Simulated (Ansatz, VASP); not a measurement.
Two plane-wave programs on Ba2C

The input INCAR:

```
  PREC = Accurate
  ENCUT = 520
  EDIFF = 1E-6
  ISMEAR = -1
  SIGMA = 0.02
  LREAL = False
  LASPH = True
  NELM = 60
  ALGO = Normal
  ISIF = 2
  LWAVE = False
  LCHARG = True
  GGA = PE
  LELF = True
  LVHAR = True
  NBANDS = 19
```

KPOINTS

```
Automatic mesh
0
Gamma
  4 4 4
```

Contents of POSCAR:

```
Ba2C
1.0
    0.0000000000      3.5066490074      3.5066490074
    3.5066490074      0.0000000000      3.5066490074
    3.5066490074      3.5066490074      0.0000000000
C Ba
1 2
Direct
    0.0000000000      0.0000000000      0.0000000000
    0.2500000000      0.2500000000      0.2500000000
    0.7500000000      0.7500000000      0.7500000000
```

Input for Ansatz:

```yaml
crystal:
  lattice:
    - [0.0, 3.5066490074, 3.5066490074]
    - [3.5066490074, 0.0, 3.5066490074]
    - [3.5066490074, 3.5066490074, 0.0]
  atoms:
    - { symbol: C, position: [0.0, 0.0, 0.0] }
    - { symbol: Ba, position: [0.25, 0.25, 0.25] }
    - { symbol: Ba, position: [0.75, 0.75, 0.75] }
kpoints:
  mp_grid: { grid: [4, 4, 4] }
hamiltonian:
  xc: pbe
scf:
  occupations: { method: fermi_dirac, width: 0.02 }
  n_extra_bands: 4
output:
  forces: true
  stress: true
  eigenvalues: true
```

Alike in both runs: task single point; functional PBE; k mesh 4 × 4 × 4; occupations fermi-dirac, width 0.02 eV; no spin polarisation.

|  | VASP | Ansatz |
| --- | --- | --- |
| version | VASP 6.6.1 | Ansatz 0.2.0 |
| potentials or method | VASP PAW PBE potentials, release 64 (C, Ba_sv) | plane waves, PAW |
| plane-wave cutoff (eV) | 520 | 420 |
| valence electrons in the cell | 24 | 24 |

```tsv
	VASP	Ansatz	Ansatz less VASP
pressure (GPa)	1.8	0.6	-1.27
```

The k mesh is coarse, so the values compare programs but aren't converged. Spin-orbit coupling is off throughout.
